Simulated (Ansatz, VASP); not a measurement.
## MgO in VASP and in Ansatz

POSCAR

```
MgO
1.0
    0.0000000000      2.1021680256      2.1021680256
    2.1021680256      0.0000000000      2.1021680256
    2.1021680256      2.1021680256      0.0000000000
Mg O
1 1
Direct
    0.0000000000      0.0000000000      0.0000000000
    0.5000000000      0.5000000000      0.5000000000
```

File INCAR.step1:

```
SYSTEM = MgO
  PREC = Accurate
  ENCUT = 920
  ISMEAR = 0
  SIGMA = 0.01
  LREAL = .FALSE.
  LASPH = .TRUE.
  NELM = 120
  NBANDS = 15
  GGA = PE
  ALGO = Normal
  EDIFF = 1E-5
  LWAVE = .TRUE.
  LCHARG = .FALSE.
  GGA_COMPAT = .FALSE.
```

The input INCAR.step2:

```
SYSTEM = MgO
  PREC = Accurate
  ENCUT = 920
  EDIFF = 1E-6
  ISMEAR = 0
  SIGMA = 0.01
  LREAL = .FALSE.
  LASPH = .TRUE.
  NELM = 120
  ALGO = Normal
  ISIF = 2
  LWAVE = .FALSE.
  LCHARG = .TRUE.
  METAGGA = R2SCAN
  LMIXTAU = .TRUE.
  LELF = .TRUE.
  LVHAR = .TRUE.
  NBANDS = 15
  ISTART = 1
  GGA_COMPAT = .FALSE.
```

File KPOINTS:

```
regular mesh
0
G
  10 10 10
  0 0 0
```

Input for Ansatz:

```yaml
crystal:
  lattice:
    - [0.0, 2.1021680256, 2.1021680256]
    - [2.1021680256, 0.0, 2.1021680256]
    - [2.1021680256, 2.1021680256, 0.0]
  atoms:
    - { symbol: Mg, position: [0.0, 0.0, 0.0] }
    - { symbol: O, position: [0.5, 0.5, 0.5] }
kpoints:
  mp_grid: { grid: [10, 10, 10] }
  band_path:
    path:
      - [0.0, 0.0, 0.0]
      - [0.5, 0.0, 0.5]
      - [0.625, 0.25, 0.625]
      - [0.375, 0.375, 0.75]
      - [0.5, 0.5, 0.5]
      - [0.5, 0.25, 0.75]
    npoints: 1
hamiltonian:
  xc: r2scan
scf:
  occupations: { method: fixed }
  n_extra_bands: 4
output:
  forces: true
  stress: true
  eigenvalues: true
```

Alike in both runs: task single point; functional r2SCAN; k mesh 10 × 10 × 10; no spin polarisation.

```csv
,VASP,Ansatz
version,VASP 6.6.1,Ansatz 0.2.0
potentials or method,"VASP PAW PBE potentials, release 64 (Mg_sv, O)","plane waves, PAW"
plane-wave cutoff (eV),920,500
occupations,"gaussian, width 0.01 eV",fixed
valence electrons in the cell,16,16
```

```csv
,VASP,Ansatz,Ansatz less VASP
gap on the k mesh at the Fermi level (eV),5.70,5.68,-0.016
pressure (GPa),0.5,0.0,-0.49
```

VASP's potentials were made for PBE, not for r2SCAN.
